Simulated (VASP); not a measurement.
# CuO2 (Cmcm) in VASP: a series of runs

CuO2 is run at these levels: PBEsol; tasks: single point.

All numbers are computed with VASP 6.6.1; they aren't measurements. Logs are shortened: lines on timing, memory, paths and dates and some standing lists are left out, and cuts for length are marked.

## 1. The cell of the first run

Symmetry: Cmcm, No. 63, orthorhombic system. Conventional cell: a = 2.825 Å, b = 10.421 Å, c = 4.343 Å, α = 90.00°, β = 90.00°, γ = 90.00°. Cu (site symmetry m2m) has 6 O at 1.86 to 2.22 Å within 2.5 Å. O (site symmetry m2m) has 2 Cu at 1.86 Å and 3 O at 2.42 to 2.47 Å within 2.5 Å. Within 2.5 Å of O (site symmetry m2m) lie 4 Cu at 1.90 to 2.22 Å and 1 O at 2.47 Å.

## 2. Single point, PBEsol

File INCAR:

```
ALGO = Normal
EDIFF = 1E-6
ENCUT = 520
GGA = PS
ISIF = 2
ISMEAR = 0
LASPH = T
LCHARG = F
LREAL = F
LWAVE = F
NBANDS = 32
NELM = 60
PREC = Accurate
SIGMA = 0.1
```

File KPOINTS:

```
k-points
0
Gamma
  14 14 8
```

File POSCAR:

```
CuO2
1.0
    1.4126150000     -5.2107470000      0.0000000000
    1.4126150000      5.2107470000      0.0000000000
    0.0000000000      0.0000000000      4.3434240000
Cu O
2 4
Direct
    0.8327470000      0.1672530000      0.2500000000
    0.1672530000      0.8327470000      0.7500000000
    0.4485140000      0.5514860000      0.2500000000
    0.5514860000      0.4485140000      0.7500000000
    0.2110300000      0.7889700000      0.2500000000
    0.7889700000      0.2110300000      0.7500000000
```

Potentials or basis: VASP PAW PBE potentials, release 64 (Cu, O).

Run with:

```
$ cat potpaw_PBE.64/Cu/POTCAR potpaw_PBE.64/O/POTCAR > POTCAR
$ mpirun -np 1 vasp_std > vasp.out
```

OUTCAR:

```text
EDIFF = 1E-6
   ENCUT = 520
   GGA = PS
   ISIF = 2
   ISMEAR = 0
   LASPH = T
   LREAL = F
   NELM = 60
   PREC = Accurate

 ion  position               nearest neighbor table
   1  0.833  0.167  0.250-   3 1.86   3 1.86   5 1.90   5 1.90   6 2.22   6 2.22
   2  0.167  0.833  0.750-   4 1.86   4 1.86   6 1.90   6 1.90   5 2.22   5 2.22
   3  0.449  0.551  0.250-   1 1.86   1 1.86
   4  0.551  0.449  0.750-   2 1.86   2 1.86
   5  0.211  0.789  0.250-   1 1.90   1 1.90   2 2.22   2 2.22
   6  0.789  0.211  0.750-   2 1.90   2 1.90   1 2.22   1 2.22

  LATTYP: Found a base centered orthorhombic cell.
 ALAT       =     2.8252300000
 B/A-ratio  =     3.6887241039
 C/A-ratio  =     1.5373700548

  Lattice vectors:

 A1 = (   1.4126150000,  -5.2107470000,   0.0000000000)
 A2 = (   1.4126150000,   5.2107470000,   0.0000000000)
 A3 = (   0.0000000000,   0.0000000000,   4.3434240000)

Analysis of symmetry for initial positions (statically):
=====================================================================
 Subroutine PRICEL returns:
 Original cell was already a primitive cell.

 Routine SETGRP: Setting up the symmetry group for a
 base centered orthorhombic supercell.

 Subroutine GETGRP returns: Found  8 space group operations
 (whereof  4 operations were pure point group operations)
 out of a pool of  8 trial point group operations.

The static configuration has the point symmetry C_2h.
 The point group associated with its full space group is D_2h.

Analysis of symmetry for dynamics (positions and initial velocities):
=====================================================================
 Subroutine PRICEL returns:
 Original cell was already a primitive cell.

 Routine SETGRP: Setting up the symmetry group for a
 base centered orthorhombic supercell.

 Subroutine GETGRP returns: Found  8 space group operations
 (whereof  4 operations were pure point group operations)
 out of a pool of  8 trial point group operations.

The dynamic configuration has the point symmetry C_2h.
 The point group associated with its full space group is D_2h.

 Subroutine INISYM returns: Found  8 space group operations
 (whereof  4 operations are pure point group operations),
 and found     1 'primitive' translations

----------------------------------------------------------------------------------------

                                     Primitive cell

  volume of cell :      63.9420

  direct lattice vectors                    reciprocal lattice vectors
     1.412615000 -5.210747000  0.000000000     0.353953483 -0.095955532  0.000000000
     1.412615000  5.210747000  0.000000000     0.353953483  0.095955532  0.000000000
     0.000000000  0.000000000  4.343424000     0.000000000  0.000000000  0.230233106

  length of vectors
     5.398830006  5.398830006  4.343424000     0.366729509  0.366729509  0.230233106

  position of ions in fractional coordinates (direct lattice)
     0.832747000  0.167253000  0.250000000
     0.167253000  0.832747000  0.750000000
     0.448514000  0.551486000  0.250000000
     0.551486000  0.448514000  0.750000000
     0.211030000  0.788970000  0.250000000
     0.788970000  0.211030000  0.750000000

  ion indices of the primitive-cell ions
   primitive index   ion index
                 1           1
                 2           2
                 3           3
                 4           4
                 5           5
                 6           6

----------------------------------------------------------------------------------------

 KPOINTS: k-points

Automatic generation of k-mesh.
 Grid dimensions read from file:
 generate k-points for:   14   14    8

 Generating k-lattice:

  Cartesian coordinates                     Fractional coordinates (reciprocal lattice)
     0.025282392 -0.006853967  0.000000000     0.071428571  0.000000000  0.000000000
     0.025282392  0.006853967  0.000000000     0.000000000  0.071428571  0.000000000
     0.000000000  0.000000000  0.028779138     0.000000000  0.000000000  0.125000000

  Length of vectors
[... 48 lines left out ...]
  ext. energy  EPLUGINS =         0.00000000
  ---------------------------------------------------
  free energy    TOTEN  =       -29.71104361 eV

  energy without entropy =      -29.68638230  energy(sigma->0) =      -29.69871296

 E-fermi :   2.4354     XC(G=0): -11.2264

 val. band max:        2.4326370172   @ k =   0.3571   0.3571   0.0000
 cond. band min:       2.4360450702   @ k =  -0.0714   0.0714   0.3750
 fundamental gap:      0.0034080530
 Fermi energy:         2.4354072409

 k-point     1 :       0.0000    0.0000    0.0000
  band No.  band energies     occupation
      1     -16.6972      2.00000
      2     -15.1669      2.00000
      3     -15.0130      2.00000
      4     -14.3658      2.00000
      5      -3.7124      2.00000
      6      -3.5205      2.00000
[... 24 lines left out ...]
     31      14.1370      0.00000
     32      15.3003      0.00000

 k-point     2 :       0.0714    0.0000    0.0000
  band No.  band energies     occupation
      1     -16.6501      2.00000
      2     -15.1561      2.00000
      3     -14.9995      2.00000
      4     -14.3669      2.00000
      5      -3.6885      2.00000
      6      -3.4696      2.00000
[... 24 lines left out ...]
     31      14.2925      0.00000
     32      15.2593      0.00000

 k-point     3 :       0.1429   -0.0000    0.0000
  band No.  band energies     occupation
      1     -16.5135      2.00000
      2     -15.1298      2.00000
      3     -14.9609      2.00000
      4     -14.3690      2.00000
      5      -3.6113      2.00000
      6      -3.3834      2.00000
[... 24 lines left out ...]
     31      14.7226      0.00000
     32      15.1407      0.00000

 k-point     4 :       0.2143    0.0000    0.0000
  band No.  band energies     occupation
      1     -16.3008      2.00000
      2     -15.0995      2.00000
      3     -14.9093      2.00000
      4     -14.3668      2.00000
      5      -3.4925      2.00000
      6      -3.2498      2.00000
[... 654 lines left out ...]
     31      15.0800      0.00000
     32      15.7656      0.00000

 k-point    23 :       0.2143    0.1429    0.0000
  band No.  band energies     occupation
      1     -15.7833      2.00000
      2     -14.9634      2.00000
      3     -14.9272      2.00000
      4     -14.3335      2.00000
      5      -3.2429      2.00000
      6      -2.9545      2.00000
[... 24 lines left out ...]
     31      15.7116      0.00000
     32      15.8870      0.00000

 k-point    24 :       0.2857    0.1429    0.0000
  band No.  band energies     occupation
      1     -15.5166      2.00000
      2     -15.0294      2.00000
      3     -14.9325      2.00000
      4     -14.2994      2.00000
      5      -3.3654      2.00000
      6      -3.2770      2.00000
[... 24 lines left out ...]
     31      15.7613      0.00000
     32      16.0500      0.00000

 [... further k-points ...]
[... 5 lines left out ...]
  --------------------------------------------------------------------------------------
  -------------------------------------------------------------------------------------
  Total       -3.5198326     -2.9816627     -2.8194883      0.0000000      0.0000000      0.0000000
  in kB      -88.1955293    -74.7107453    -70.6471838      0.0000000      0.0000000      0.0000000
  external PRESSURE =     -77.8511528 kB  Pullay stress =       0.0000000 kB

 VOLUME and BASIS-vectors are now :
 -----------------------------------------------------------------------------
  energy-cutoff  :      520.00
  volume of cell :       63.94
      direct lattice vectors                 reciprocal lattice vectors
     1.412615000 -5.210747000  0.000000000     0.353953483 -0.095955532  0.000000000
     1.412615000  5.210747000  0.000000000     0.353953483  0.095955532  0.000000000
     0.000000000  0.000000000  4.343424000     0.000000000  0.000000000  0.230233106

 POSITION                                       TOTAL-FORCE (eV/Angst)
 -----------------------------------------------------------------------------------
      1.41261     -3.46772      1.08586         0.000000      0.025482      0.000000
      1.41261      3.46772      3.25757         0.000000     -0.025482     -0.000000
      1.41261      0.53656      1.08586         0.000000      0.212462      0.000000
      1.41261     -0.53656      3.25757         0.000000     -0.212462     -0.000000
      1.41261      3.01150      1.08586         0.000000     -0.449367      0.000000
      1.41261     -3.01150      3.25757         0.000000      0.449367      0.000000
 -----------------------------------------------------------------------------------
    total drift:                               -0.000000      0.000000     -0.000000

  FREE ENERGIE OF THE ION-ELECTRON SYSTEM (eV)
  ---------------------------------------------------
  free  energy   TOTEN  =       -29.7110436141 eV

  energy  without entropy=      -29.6863823047  energy(sigma->0) =      -29.69871296
```

Run time: 8.4 min. Hardware: 1 thread of AMD EPYC 9R45 (Zen 5), shared host; peak memory 0.52 GiB.

Results:

- Free energy: -29.7110 eV
- Pressure: -7.8 GPa
- Largest force: 0.449 eV/Å
- Band gap on the k mesh: zero (bands 23 and 24 overlap by 0.49 eV)

Forces on the atoms (eV/Å):
```
Cu   0.000  0.025  0.000
Cu   0.000 -0.025  0.000
O    0.000  0.212  0.000
O    0.000 -0.212  0.000
O    0.000 -0.449  0.000
O    0.000  0.449  0.000
```

Stress tensor (GPa, compression positive):
```
-8.82  0.00  0.00
 0.00 -7.47  0.00
 0.00  0.00 -7.06
```

Caveat: the cell stands under tension; the PAW data sets were made with another functional, which shifts forces and pressure a little; semilocal functionals often make such compounds metallic where correlation or magnetic order opens a gap, which also shifts bond lengths. With open d or f shells a metallic result of PBEsol can be an artefact of self-interaction; +U or a hybrid may open a gap.

## 3. Single point, PBEsol, collinear spin

File INCAR:

```
PREC     = Accurate       # precision mode
ENCUT    = 520            # plane-wave cutoff, eV
EDIFF    = 1E-7           # SCF threshold, eV
ISMEAR   = 0              # smearing method
SIGMA    = 0.2            # smearing width, eV
LREAL    = False          # projectors in reciprocal space
LASPH    = True           # aspherical terms in the spheres
NELM     = 150            # most SCF steps
ALGO     = Normal         # electronic algorithm
ISIF     = 2              # what is computed and relaxed
LWAVE    = False          # write WAVECAR
LCHARG   = True           # write CHGCAR
ISPIN    = 2              # spin polarisation
MAGMOM   = 0 0 0.38 0.38 0 0 # initial moments
LORBIT   = 11             # projections on sites
LMAXMIX  = 4              # l up to which the mixer works
GGA      = PS             # functional
LELF     = True           # ELF
LVHAR    = True         
NBANDS   = 36             # bands
```

File KPOINTS:

```
regular mesh
0
Gamma
  7 7 4
```

POSCAR is that of step 2.

Potentials or basis: VASP PAW PBE potentials, release 64 (Cu, O).

Run with:

```
$ cat potpaw_PBE.64/Cu/POTCAR potpaw_PBE.64/O/POTCAR > POTCAR
$ mpirun -np 1 vasp_std > vasp.out
```

Wall time 4.1 min (1 thread of Intel Xeon 6975P-C (Granite Rapids), shared host); peak memory 0.35 GiB.

The run converged. Its results:

| Item | Value |
| --- | --- |
| Free energy | -29.7443 eV |
| Pressure | -7.8 GPa |
| Largest force | 0.439 eV/Å |
| Band gap on the k mesh | zero (filled and empty bands overlap) |
| Net moment | 0.00 μB per cell |
| Valence electrons inside the program's atomic spheres | Cu 9.95; O 4.79, 4.86 (each value once) |

Forces on the atoms (eV/Å):
```
Cu   0.000 -0.004  0.000
Cu   0.000  0.004  0.000
O    0.000  0.264  0.000
O    0.000 -0.264  0.000
O    0.000 -0.439  0.000
O    0.000  0.439  0.000
```

Stress tensor (GPa, compression positive):
```
-8.78  0.00  0.00
 0.00 -7.48  0.00
 0.00  0.00 -7.00
```

Levels at points of the mesh, in eV from the Fermi level:
Spin up:
| k point | band 20 | band 21 | band 22 | band 23 | band 24 | band 25 | band 26 | band 27 |
| --- | --- | --- | --- | --- | --- | --- | --- | --- |
| (0.00, 0.00, 0.00) | -1.32 | -1.09 | -1.06 | -0.59 | -0.08 | 0.97 | 1.25 | 5.91 |
| (0.00, 0.00, 0.50) | -1.67 | -0.99 | -0.99 | 0.29 | 0.29 | 1.12 | 1.12 | 8.49 |
Spin down:
| k point | band 20 | band 21 | band 22 | band 23 | band 24 | band 25 | band 26 | band 27 |
| --- | --- | --- | --- | --- | --- | --- | --- | --- |
| (0.00, 0.00, 0.00) | -1.32 | -1.09 | -1.06 | -0.59 | -0.08 | 0.97 | 1.25 | 5.91 |
| (0.00, 0.00, 0.50) | -1.67 | -0.99 | -0.99 | 0.29 | 0.29 | 1.12 | 1.12 | 8.49 |

Caveat: the k points lie up to 0.36 Å⁻¹ apart; the PAW data sets were made with another functional, which shifts forces and pressure a little; semilocal functionals often make such compounds metallic where correlation or magnetic order opens a gap, which also shifts bond lengths. With open d or f shells a metallic result of PBEsol can be an artefact of self-interaction; +U or a hybrid may open a gap.

## 4. Single point, PBEsol, collinear spin

File INCAR:

```
ALGO = Normal ; EDIFF = 1E-7
ENCUT = 520 ; GGA = PS
ISIF = 2 ; ISMEAR = 0
ISPIN = 2 ; LASPH = T
LCHARG = F ; LMAXMIX = 4
LORBIT = 11 ; LREAL = F
LWAVE = F ; MAGMOM = 0 0 0.38 0.38 0 0
NBANDS = 36 ; NELM = 150
PREC = Accurate ; SIGMA = 0.4
```

File KPOINTS:

```
k-points
0
Gamma
  7 7 4
```

POSCAR is that of step 3.

Run with:

```
$ cat potpaw_PBE.64/Cu/POTCAR potpaw_PBE.64/O/POTCAR > POTCAR
$ mpirun -np 1 vasp_std > vasp.out
```

Run time: 4.3 min. Hardware: 1 thread of Intel Xeon 6975P-C (Granite Rapids), shared host; peak memory 0.36 GiB.

The run converged. Its results:

```yaml
Free_energy: -29.8883 eV
Pressure: -7.4 GPa
Largest_force: 0.448 eV/Å
Band_gap_on_the_k_mesh: zero (filled and empty bands overlap)
Net_moment: 0.00 μB per cell
Valence_electrons_inside_the_program's_atomic_spheres: Cu 9.95; O 4.79, 4.86 (each value once)
```

Forces in eV/Å, atoms in the order of the input:
```
Cu   0.000 -0.029  0.000
Cu   0.000  0.029  0.000
O    0.000  0.245  0.000
O    0.000 -0.245  0.000
O    0.000 -0.448  0.000
O    0.000  0.448  0.000
```

Stress tensor (GPa, compression positive):
```
-8.31  0.00  0.00
 0.00 -7.13  0.00
 0.00  0.00 -6.68
```

Levels at points of the mesh, in eV from the Fermi level:
Spin up:
| k point | band 21 | band 22 | band 23 | band 24 | band 25 | band 26 |
| --- | --- | --- | --- | --- | --- | --- |
| (0.00, 0.00, 0.00) | -1.05 | -1.03 | -0.56 | -0.05 | 1.01 | 1.29 |
| (0.00, 0.00, 0.50) | -0.95 | -0.95 | 0.33 | 0.33 | 1.16 | 1.16 |
Spin down:
| k point | band 20 | band 21 | band 22 | band 23 | band 24 | band 25 | band 26 | band 27 |
| --- | --- | --- | --- | --- | --- | --- | --- | --- |
| (0.00, 0.00, 0.00) | -1.28 | -1.05 | -1.03 | -0.56 | -0.05 | 1.01 | 1.29 | 5.95 |
| (0.00, 0.00, 0.50) | -1.63 | -0.95 | -0.95 | 0.33 | 0.33 | 1.16 | 1.16 | 8.53 |

Caveat: the k points lie up to 0.36 Å⁻¹ apart; so wide a smearing shifts energies and pressures; the PAW data sets were made with another functional, which shifts forces and pressure a little; semilocal functionals often make such compounds metallic where correlation or magnetic order opens a gap, which also shifts bond lengths. With open d or f shells a metallic result of PBEsol can be an artefact of self-interaction; +U or a hybrid may open a gap.

## 5. Single point, PBEsol, collinear spin

File INCAR:

```
PREC = Accurate ; ENCUT = 520
EDIFF = 1E-7 ; ISMEAR = 0
SIGMA = 0.1 ; LREAL = False
LASPH = True ; NELM = 150
ALGO = Normal ; ISIF = 2
LWAVE = False ; LCHARG = False
ISPIN = 2 ; MAGMOM = 1 1 0 0 0 0
LORBIT = 11 ; LMAXMIX = 4
GGA = PS ; NBANDS = 36
```

File KPOINTS:

```
regular mesh
0
Gamma
  6 6 4
```

POSCAR is that of step 4.

Run with:

```
$ cat potpaw_PBE.64/Cu/POTCAR potpaw_PBE.64/O/POTCAR > POTCAR
$ mpirun -np 1 vasp_std > vasp.out
```

It took 9.4 min on 1 thread of Intel Xeon 8259CL, shared host; peak memory 0.33 GiB.

It converged, with:

```
Free energy                                           : -29.7264 eV
Pressure                                              : -7.4 GPa
Largest force                                         : 0.449 eV/Å
Net moment                                            : 1.00 μB per cell
Site moments                                          : Cu +0.06; O +0.32, +0.07 (each value once) μB
Valence electrons inside the program's atomic spheres : Cu 9.95; O 4.79, 4.86 (each value once)
```

Forces in eV/Å, atoms in the order of the input:
```
Cu   0.000  0.036  0.000
Cu   0.000 -0.036  0.000
O    0.000  0.363  0.000
O    0.000 -0.363  0.000
O    0.000 -0.449  0.000
O    0.000  0.449  0.000
```

Stress tensor (GPa, compression positive):
```
-8.60  0.00  0.00
 0.00 -7.10  0.00
 0.00  0.00 -6.44
```

Levels at points of the mesh, in eV from the Fermi level:
Spin up:
```csv
k point,band 21,band 22,band 23,band 24,band 25,band 26,band 27,band 28
"(0.00, 0.00, 0.00)",-1.22,-1.12,-0.70,-0.45,0.93,1.19,5.89,10.21
"(0.50, 0.00, 0.00)",-1.92,-1.75,-1.48,-0.05,0.55,0.64,10.10,10.47
"(0.50, 0.50, 0.00)",-1.33,-1.31,-1.01,0.02,1.07,1.20,7.43,8.31
"(0.00, 0.00, 0.50)",-1.08,-1.08,0.13,0.13,1.07,1.07,8.43,8.43
"(0.50, 0.00, 0.50)",-1.07,-1.07,0.19,0.19,0.67,0.67,9.91,9.91
"(0.50, 0.50, 0.50)",-0.81,-0.81,-0.02,-0.02,1.16,1.16,9.26,9.26
```
Spin down:
```
           k point  band 21  band 22  band 23  band 24  band 25  band 26
(0.00, 0.00, 0.00)    -1.01    -0.77    -0.41     0.50     1.07     1.39
(0.50, 0.00, 0.00)    -1.76    -1.61    -1.06     0.73     0.82     0.98
(0.50, 0.50, 0.00)    -1.06    -1.01    -0.88     0.94     1.24     1.38
(0.00, 0.00, 0.50)    -0.84    -0.84     0.59     0.59     1.24     1.24
(0.50, 0.00, 0.50)    -0.36    -0.36     0.42     0.42     0.96     0.96
(0.50, 0.50, 0.50)    -0.12    -0.12     0.23     0.23     1.33     1.33
```

Caveat: the k points lie up to 0.38 Å⁻¹ apart; the PAW data sets were made with another functional, which shifts forces and pressure a little; semilocal functionals often make such compounds metallic where correlation or magnetic order opens a gap, which also shifts bond lengths.

## 6. Overview

| spin | k mesh | smearing | gap on the mesh (eV) | pressure (GPa) | moment (μB) | largest force (eV/Å) |
| --- | --- | --- | --- | --- | --- | --- |
| off | 14 × 14 × 8 | gaussian 0.1 eV | none | -7.8 | - | 0.45 |
| collinear | 7 × 7 × 4 | gaussian 0.2 eV | none | -7.8 | 0.00 | 0.44 |
| collinear | 7 × 7 × 4 | gaussian 0.4 eV | none | -7.4 | 0.00 | 0.45 |
| collinear | 6 × 6 × 4 | gaussian 0.1 eV | none | -7.4 | 1.00 | 0.45 |

Alike in all rows: task single point; level PBEsol; potentials or basis VASP PAW PBE potentials, release 64 (Cu, O); cell as given; cutoff (eV) 520.

Caveats: some runs use coarse meshes; the PAW data sets were made with another functional, which shifts forces and pressure a little; semilocal functionals often make such compounds metallic where correlation or magnetic order opens a gap, which also shifts bond lengths; the cell stands under tension (at least some runs); so wide a smearing shifts energies and pressures (at least some runs).

Absolute energies hang on the potentials; compare differences alone.
